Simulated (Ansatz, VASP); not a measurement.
# Y: VASP beside Ansatz

The input INCAR:

```
PREC     = Accurate       # precision mode
ENCUT    = 520            # plane-wave cutoff, eV
EDIFF    = 1E-6           # SCF threshold, eV
ISMEAR   = -1             # smearing method
SIGMA    = 0.08           # smearing width, eV
LREAL    = F              # projectors in reciprocal space
LASPH    = T              # aspherical terms in the spheres
NELM     = 60             # most SCF steps
ALGO     = Normal         # electronic algorithm
ISIF     = 2              # what is computed and relaxed
LWAVE    = F              # write WAVECAR
LCHARG   = T              # write CHGCAR
GGA      = PE             # functional
LELF     = T              # ELF
LVHAR    = T            
NBANDS   = 24             # bands
```

The input KPOINTS:

```
regular mesh
0
Gamma
  6 6 9
```

The input POSCAR:

```
Y
1.0
    4.6025633153      0.0000000000      0.0000000000
   -2.3012816576      3.9859367536      0.0000000000
    0.0000000000      0.0000000000      2.6566336632
Y
3
Direct
    0.0000000000      0.0000000000      0.0000000000
    0.3333333333      0.6666666667      0.5000000000
    0.6666666667      0.3333333333      0.5000000000
```

Input for Ansatz:

```yaml
crystal:
  lattice:
    - [4.6025633153, 0.0, 0.0]
    - [-2.3012816576, 3.9859367536, 0.0]
    - [0.0, 0.0, 2.6566336632]
  atoms:
    - { symbol: "Y", position: [0.0, 0.0, 0.0] }
    - { symbol: "Y", position: [0.3333333333, 0.6666666667, 0.5] }
    - { symbol: "Y", position: [0.6666666667, 0.3333333333, 0.5] }
kpoints:
  mp_grid: { grid: [6, 6, 9] }
scf:
  occupations: { method: fermi_dirac, width: 0.08 }
hamiltonian:
  xc: pbe
  pseudopotentials: { kind: all_electron, lapw: { basis_error: 0.001 } }
output:
  forces: true
  stress: true
  eigenvalues: true
  populations: true
```

Change from the starting cell: volume scaled by 0.5, LAPW.

Alike in both runs: task single point; functional PBE; k mesh 6 × 6 × 9; occupations fermi-dirac, width 0.08 eV; no spin polarisation.

|  | VASP | Ansatz |
| --- | --- | --- |
| version | VASP 6.6.1 | Ansatz 0.2.0 |
| potentials or method | VASP PAW PBE potentials, release 64 (Y_sv), cutoff 520 eV | all-electron LAPW, scalar-relativistic |

VASP gave:

```
pressure (GPa)                                                : 77.2
traceless stress, the component that is largest in VASP (GPa) : 0.62
```

What did Ansatz give for the same quantities?

Pressure (GPa): 77.2; traceless stress, the component that is largest in VASP (GPa): 0.26.

Both programs put the cell under a high pressure, so it lies far from rest at this level. Ansatz ran all-electron here, and VASP with PAW potentials.

Noted on VASP's run: the cell as given lies far from equilibrium.
